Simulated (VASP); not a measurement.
# Ta16C17 (a cell with a defect) in VASP: single point with PBE

Aim: the single point of Ta16C17 (a cell with a defect) with PBE.

Program: VASP 6.6.1. These are calculated values, not measurements. Logs are shortened: lines on timing, memory, paths and dates and some standing lists are left out, and cuts for length are marked.

## Step 1: The cell of the first run

The cell holds a defect, 33 atoms: a = 7.752 Å, b = 7.752 Å, c = 7.752 Å, α = 109.47°, β = 109.47°, γ = 109.47°.

## Step 2: Single point, PBE (with an interstitial atom, then relaxed in part)

File INCAR:

```
SYSTEM = Ta16C17
ALGO = Normal
EDIFF = 1E-6
ENCUT = 520
GGA = PE
GGA_COMPAT = .FALSE.
ISIF = 2
ISMEAR = 0
LASPH = .TRUE.
LCHARG = .FALSE.
LREAL = Auto
LWAVE = .FALSE.
NBANDS = 144
NELM = 120
PREC = Accurate
SIGMA = 0.1
```

File KPOINTS:

```
Automatic mesh
0
Gamma
  4 4 4
  0.5 0.5 0.5
```

File POSCAR:

```
Ta16C17
1.0
    4.4754013011      4.4754013011      4.4754013011
   -4.4754013011      4.4754013011     -4.4754013011
   -4.4754013011     -4.4754013011      4.4754013011
Ta C
16 17
Direct
    0.5156349506      0.2656349506      0.2656349506
    0.4999440145      0.0000000000      0.4991871547
    0.7491871547      0.0000000000      0.2499440145
    0.4992431403      0.7500559855      0.7500559855
    0.7508128453      0.7507568597      0.5008128453
    0.0000559855      0.7500559855      0.2492431403
    0.4999440145      0.4991871547      0.0000000000
    0.7508128453      0.5008128453      0.7507568597
    0.0007568597      0.5008128453      0.5008128453
    0.2500000000      0.4991871547      0.2499440145
    0.7491871547      0.2499440145      0.0000000000
    0.0000559855      0.2492431403      0.7500559855
    0.2500000000      0.2499440145      0.4991871547
   -0.0156349506      0.0000000000      0.0000000000
    0.2500000000      0.0000000000      0.7343650494
    0.2500000000      0.7343650494      0.0000000000
    0.5139805664      0.0000000000      0.0000000000
    0.5012694171      0.7481961746      0.2512694171
    0.7469267575      0.7487305829      0.0000000000
    0.5018038254      0.5030732425      0.5030732425
    0.7530732425      0.5030732425      0.2518038254
   -0.0012694171      0.4969267575      0.0000000000
    0.5012694171      0.2512694171      0.7481961746
    0.7530732425      0.2518038254      0.5030732425
   -0.0018038254      0.2512694171      0.2512694171
    0.2500000000      0.2639805664      0.0000000000
    0.7469267575      0.0000000000      0.7487305829
   -0.0012694171      0.0000000000      0.4969267575
    0.2500000000      0.0000000000      0.2639805664
   -0.0139805664      0.7360194336      0.7360194336
    0.2500000000      0.7487305829      0.4969267575
    0.2500000000      0.4969267575      0.7487305829
    0.2500000000      0.0000000000      0.0000000000
```

Potentials or basis: VASP PAW PBE potentials, release 64 (Ta_pv, C).

Run with:

```console
cat potpaw_PBE.64/Ta_pv/POTCAR potpaw_PBE.64/C/POTCAR > POTCAR
mpirun -np 1 vasp_std > vasp.out
```

OUTCAR:

```text
SYSTEM = Ta16C17
   EDIFF = 1E-6
   ENCUT = 520
   GGA = PE
   ISIF = 2
   ISMEAR = 0
   LASPH = .TRUE.
   LREAL = Auto
   NELM = 120
   PREC = Accurate

 ion  position               nearest neighbor table
   1  0.516  0.266  0.266-  33 2.06  21 2.19  24 2.19  20 2.19  26 2.37  29 2.37  17 2.37   8 3.07
                             9 3.07   5 3.07  13 3.16   2 3.16   7 3.16  11 3.16  10 3.16   3 3.16
   2  0.500  0.000  0.499-  29 2.17  27 2.22  23 2.23  31 2.23  24 2.24  18 2.24  15 3.07   3 3.16
                             1 3.16  16 3.16   6 3.16  13 3.16  12 3.17   5 3.17   4 3.17   8 3.17
   3  0.749  0.000  0.250-  17 2.17  28 2.22  25 2.23  19 2.23  18 2.24  24 2.24  14 3.07   2 3.16
                            16 3.16   1 3.16   4 3.16  11 3.16  12 3.17   5 3.17   6 3.17   9 3.17
   4  0.499  0.750  0.750-  17 2.17  20 2.22  19 2.23  27 2.23  32 2.24  31 2.24  14 3.07   9 3.16
                            15 3.16  16 3.16  11 3.16   3 3.16  10 3.17  13 3.17   8 3.17   5 3.17
   5  0.751  0.751  0.501-  30 2.17  18 2.22  20 2.23  21 2.23  28 2.24  27 2.24   1 3.07  12 3.16
                            14 3.16  15 3.16   9 3.16   8 3.16   2 3.17   3 3.17   6 3.17   4 3.17
   6  0.000  0.750  0.249-  29 2.17  21 2.22  28 2.23  31 2.23  22 2.24  19 2.24  15 3.07   8 3.16
                            14 3.16  16 3.16  13 3.16   2 3.16  11 3.17   7 3.17   5 3.17   9 3.17
   7  0.500  0.499  0.000-  26 2.17  19 2.22  18 2.23  32 2.23  21 2.24  23 2.24  16 3.07  11 3.16
                            15 3.16   1 3.16  10 3.16  12 3.16   6 3.17   8 3.17   4 3.17   5 3.17
   8  0.751  0.501  0.751-  30 2.17  23 2.22  24 2.23  20 2.23  22 2.24  19 2.24   1 3.07   6 3.16
                            14 3.16  16 3.16   5 3.16   9 3.16   7 3.17  11 3.17   4 3.17  12 3.17
   9  0.001  0.501  0.501-  30 2.17  25 2.22  24 2.23  21 2.23  31 2.24  32 2.24   1 3.07   4 3.16
[... 18 lines left out ...]
  20  0.502  0.503  0.503-   1 2.19   4 2.22   5 2.23   8 2.23  10 2.24  13 2.24
  21  0.753  0.503  0.252-   1 2.19   6 2.22   5 2.23   9 2.23   7 2.24  11 2.24
  22  0.999  0.497  0.000-  16 2.19  11 2.22  12 2.23  10 2.23   6 2.24   8 2.24
  23  0.501  0.251  0.748-  15 2.19   8 2.22  13 2.23   2 2.23   7 2.24  11 2.24
  24  0.753  0.252  0.503-   1 2.19  12 2.22   9 2.23   8 2.23   3 2.24   2 2.24
  25  0.998  0.251  0.251-  14 2.19   9 2.22  11 2.23   3 2.23  13 2.24  10 2.24
  26  0.250  0.264  0.000-  33 2.05  10 2.17   7 2.17  12 2.17  14 2.37  15 2.37   1 2.37
  27  0.747  0.000  0.749-  14 2.19   2 2.22   4 2.23  11 2.23  12 2.24   5 2.24
  28  0.999  0.000  0.497-  15 2.19   3 2.22   6 2.23  13 2.23  12 2.24   5 2.24
  29  0.250  0.000  0.264-  33 2.05  13 2.17   2 2.17   6 2.17  14 2.37  16 2.37   1 2.37
  30  0.986  0.736  0.736-  33 2.05   9 2.17   5 2.17   8 2.17  15 2.37  16 2.37  14 2.37
  31  0.250  0.749  0.497-  15 2.19  10 2.22   6 2.23   2 2.23   4 2.24   9 2.24
  32  0.250  0.497  0.749-  16 2.19  13 2.22  12 2.23   7 2.23   4 2.24   9 2.24
  33  0.250  0.000  0.000-  17 2.05  26 2.05  29 2.05  30 2.05   1 2.06  14 2.06  15 2.06  16 2.06

  LATTYP: Found a body centered cubic cell.
 ALAT       =     8.9508026022

  Lattice vectors:

 A1 = (   4.4754013011,   4.4754013011,   4.4754013011)
 A2 = (  -4.4754013011,   4.4754013011,  -4.4754013011)
 A3 = (  -4.4754013011,  -4.4754013011,   4.4754013011)

Analysis of symmetry for initial positions (statically):
=====================================================================
 Subroutine PRICEL returns:
 Original cell was already a primitive cell.

 Routine SETGRP: Setting up the symmetry group for a
 body centered cubic supercell.

 Subroutine GETGRP returns: Found 24 space group operations
 (whereof  6 operations were pure point group operations)
 out of a pool of 48 trial point group operations.

The static configuration has the point symmetry C_3v.
 The point group associated with its full space group is T_d .

Analysis of symmetry for dynamics (positions and initial velocities):
=====================================================================
 Subroutine PRICEL returns:
 Original cell was already a primitive cell.

 Routine SETGRP: Setting up the symmetry group for a
 body centered cubic supercell.

 Subroutine GETGRP returns: Found 24 space group operations
 (whereof  6 operations were pure point group operations)
 out of a pool of 48 trial point group operations.

The dynamic configuration has the point symmetry C_3v.
 The point group associated with its full space group is T_d .

 Subroutine INISYM returns: Found 24 space group operations
 (whereof  6 operations are pure point group operations),
 and found     1 'primitive' translations

----------------------------------------------------------------------------------------

                                     Primitive cell

  volume of cell :     358.5551

  direct lattice vectors                    reciprocal lattice vectors
[... 85 lines left out ...]

 Generating k-lattice:

  Cartesian coordinates                     Fractional coordinates (reciprocal lattice)
     0.000000000  0.027930456  0.027930456     0.250000000  0.000000000  0.000000000
    -0.027930456  0.027930456  0.000000000     0.000000000  0.250000000  0.000000000
    -0.027930456  0.000000000  0.027930456     0.000000000  0.000000000  0.250000000

  Length of vectors
     0.039499630  0.039499630  0.039499630

  Shift w.r.t. Gamma in fractional coordinates (k-lattice)
     0.500000000  0.500000000  0.500000000

 Subroutine IBZKPT returns following result:
 ===========================================

 Found      6 irreducible k-points:

 Following reciprocal coordinates:
            Coordinates               Weight
  0.125000  0.125000  0.125000      8.000000
  0.375000  0.125000  0.125000     12.000000
 -0.125000  0.125000  0.125000      6.000000
 -0.375000  0.375000  0.125000     24.000000
 -0.375000 -0.375000  0.125000      8.000000
 -0.375000  0.375000  0.375000      6.000000
   k-points           NKPTS =      6   k-points in BZ     NKDIM =      6   number of bands    NBANDS=    144
   number of dos      NEDOS =    301   number of ions     NIONS =     33
   total plane-waves  NPLWV = 216000
   dimension x,y,z NGX =    60 NGY =   60 NGZ =   60
   dimension x,y,z NGXF=   120 NGYF=  120 NGZF=  120
   ions per type =              16  17
   NGX,Y,Z   is equivalent  to a cutoff of  12.87, 12.87, 12.87 a.u.
   NGXF,Y,Z  is equivalent  to a cutoff of  25.74, 25.74, 25.74 a.u.
 SYSTEM =  Ta16C17
   PREC   = accura    normal or accurate (medium, high low for compatibility)
   ISTART =      0    job   : 0-new  1-cont  2-samecut
   ICHARG =      2    charge: 1-file 2-atom 10-const
   ISPIN  =      1    spin polarized calculation?
   LNONCOLLINEAR =      F non collinear calculations
   LSORBIT =      F    spin-orbit coupling
   LASPH  =      T    aspherical Exc in radial PAW
   ENCUT  =  520.0 eV  38.22 Ry    6.18 a.u.  14.41 14.41 14.41*2*pi/ulx,y,z
   NELM   =    120;   NELMIN=  2; NELMDL= -5     # of ELM steps
   EDIFF  = 0.1E-05   stopping-criterion for ELM
   LREAL  =      T    real-space projection
   EDIFFG = 0.1E-04   stopping-criterion for IOM
   NSW    =      0    number of steps for IOM
[... 5 lines left out ...]
   TEBEG  =    0.0;   TEEND  =   0.0 temperature during run
   PSTRESS=    0.0 pullay stress
   NELECT =     244.0000    total number of electrons
   NUPDOWN=      -1.0000    fix difference up-down
   EMIN   =  10.00;   EMAX   =-10.00  energy-range for DOS
   EFERMI =   0.00;   METHOD = LEGACY
   ISMEAR =     0;   SIGMA  =   0.10  broadening in eV -4-tet -1-fermi 0-gaus
   EFERMI_NEDOS =   21; number of points for ismear=-14 and -15
   IALGO  =     38    algorithm
   IMIX   =      4    mixing-type and parameters
     AMIX     =   0.40;   BMIX     =  1.00
     AMIX_MAG =   1.60;   BMIX_MAG =  1.00
  volume/ion in A,a.u.               =      10.87        73.32
  Fermi-wavevector in a.u.,A,eV,Ry     =   1.439968  2.721145 28.211781  2.073507
  Thomas-Fermi vector in A             =   2.558764
   LORBIT       =      0    0 simple, 1 ext, 2 COOP (PROOUT), +10 PAW based schemes
   GGA     = PE    functional components
   LHFCALC =     F    Hartree Fock is set to
   AEXX    =    0.0000 exact exchange contribution
   IVDW    =     0    specifies the selected vdW correction
   LEPSILON=     F    determine dielectric tensor
   LRPA    =     F    only Hartree local field effects (RPA)
 non-spin polarized calculation
 Gauss-broadening in eV      SIGMA  =   0.10
  energy-cutoff  :      520.00
  volume of cell :      358.56
 maximum number of plane-waves:      9669
 NGX is ok and might be reduce to    60
   NGX = 29   NGY = 29   NGZ = 29

 number of electron     244.0000043 magnetization

 Free energy of the ion-electron system (eV)
  ---------------------------------------------------
  ext. energy  EPLUGINS =         0.00000000
  ---------------------------------------------------
  free energy    TOTEN  =      -357.70265829 eV

  energy without entropy =     -357.64564137  energy(sigma->0) =     -357.67414983

 E-fermi :   8.5554     XC(G=0): -13.2147

 val. band max:        8.5096708940   @ k =   0.3750   0.1250   0.1250
 cond. band min:       8.5570907506   @ k =  -0.3750   0.3750   0.3750
 fundamental gap:      0.0474198566
 Fermi energy:         8.5553691490

 k-point     1 :       0.1250    0.1250    0.1250
  band No.  band energies     occupation
      1     -27.2034      2.00000
      2     -27.1912      2.00000
      3     -27.1912      2.00000
      4     -27.1789      2.00000
      5     -27.1789      2.00000
      6     -27.1662      2.00000
[... 811 lines left out ...]
    133      10.2543      0.00000
    134      10.3029      0.00000
 [bands above 134 left out]

------------------------ aborting loop because EDIFF is reached ----------------------------------------

  FORCE on cell =-STRESS in cart. coord.  units (eV):
  Direction    XX          YY          ZZ          XY          YZ          ZX
  --------------------------------------------------------------------------------------
  -------------------------------------------------------------------------------------
  Total       18.7540154     18.7540154     18.7540154     -0.0000000      0.0000000      0.0000000
  in kB       83.8009433     83.8009433     83.8009433     -0.0000000      0.0000000      0.0000000
  external PRESSURE =      83.8009433 kB  Pullay stress =       0.0000000 kB

 VOLUME and BASIS-vectors are now :
 -----------------------------------------------------------------------------
  energy-cutoff  :      520.00
  volume of cell :      358.56
      direct lattice vectors                 reciprocal lattice vectors
     4.475401301  4.475401301  4.475401301     0.000000000  0.111721825  0.111721825
    -4.475401301  4.475401301 -4.475401301    -0.111721825  0.111721825  0.000000000
    -4.475401301 -4.475401301  4.475401301    -0.111721825  0.000000000  0.111721825

 POSITION                                       TOTAL-FORCE (eV/Angst)
 -----------------------------------------------------------------------------------
     -0.06997      2.30767      2.30767        -0.022362      0.022362      0.022362
      0.00339      0.00339      4.47151        -0.001438     -0.001438      0.002497
      2.23431      2.23431      4.47151         0.001438      0.001438      0.002497
     -4.47929      2.23431      2.23431         0.002497      0.001438      0.001438
     -2.24109      4.47879      2.24159         0.001438     -0.001438     -0.002497
     -4.47201      2.24159     -2.24109        -0.001438     -0.002497      0.001438
[... 25 lines left out ...]
     -4.45597     -0.00807      2.24577         0.016599     -0.007974      0.007974
      1.11885      1.11885      1.11885         0.000000      0.000000     -0.000000
 -----------------------------------------------------------------------------------
    total drift:                                0.000003     -0.000004     -0.000003

  FREE ENERGIE OF THE ION-ELECTRON SYSTEM (eV)
  ---------------------------------------------------
  free  energy   TOTEN  =      -357.7026582932 eV

  energy  without entropy=     -357.6456413747  energy(sigma->0) =     -357.67414983
```

Run time: 13 min. Hardware: 1 thread of Intel Xeon Platinum 8259CL at 2.50GHz (Skylake/Cascade Lake), shared host; peak memory 0.6 GiB.

Results:

```
Free energy            : -357.7027 eV
Pressure               : 8.4 GPa
Largest force          : 0.039 eV/Å
Band gap on the k mesh : zero (bands 122 and 123 overlap by 0.60 eV)
```

Forces in eV/Å, atoms in the order of the input:
```
Ta  -0.022  0.022  0.022
Ta  -0.001 -0.001  0.002
Ta   0.001  0.001  0.002
Ta   0.002  0.001  0.001
Ta   0.001 -0.001 -0.002
Ta  -0.001 -0.002  0.001
Ta  -0.001  0.002 -0.001
Ta   0.001 -0.002 -0.001
Ta   0.002 -0.001 -0.001
Ta  -0.002  0.001 -0.001
Ta   0.001  0.002  0.001
Ta  -0.001  0.001 -0.002
Ta  -0.002 -0.001  0.001
Ta  -0.022 -0.022 -0.022
Ta   0.022  0.022 -0.022
Ta   0.022 -0.022  0.022
C   -0.005 -0.005 -0.005
C    0.008 -0.008  0.017
C   -0.008 -0.017 -0.008
C   -0.017  0.008  0.008
C   -0.008  0.017  0.008
C    0.008 -0.017  0.008
C    0.008  0.017 -0.008
C   -0.008  0.008  0.017
C   -0.017 -0.008 -0.008
C    0.005 -0.005  0.005
C   -0.008 -0.008 -0.017
C    0.008  0.008 -0.017
C    0.005  0.005 -0.005
C   -0.005  0.005  0.005
C    0.017  0.008 -0.008
C    0.017 -0.008  0.008
C    0.000  0.000  0.000
```

Levels at points of the mesh, in eV from the Fermi level:
| k point | band 117 | band 118 | band 119 | band 120 | band 121 | band 122 | band 123 | band 124 | band 125 | band 126 |
| --- | --- | --- | --- | --- | --- | --- | --- | --- | --- | --- |
| (0.12, 0.12, 0.12) | -1.40 | -0.97 | -0.49 | -0.49 | 0.01 | 0.02 | 0.10 | 0.10 | 0.24 | 0.24 |

Caveat: the cell differs from its parent crystal (with an interstitial atom, then relaxed in part); spin-orbit coupling is left out, which moves the levels of the heavy elements.

The gap in the log of VASP goes by the Fermi energy; the results here count the filled bands.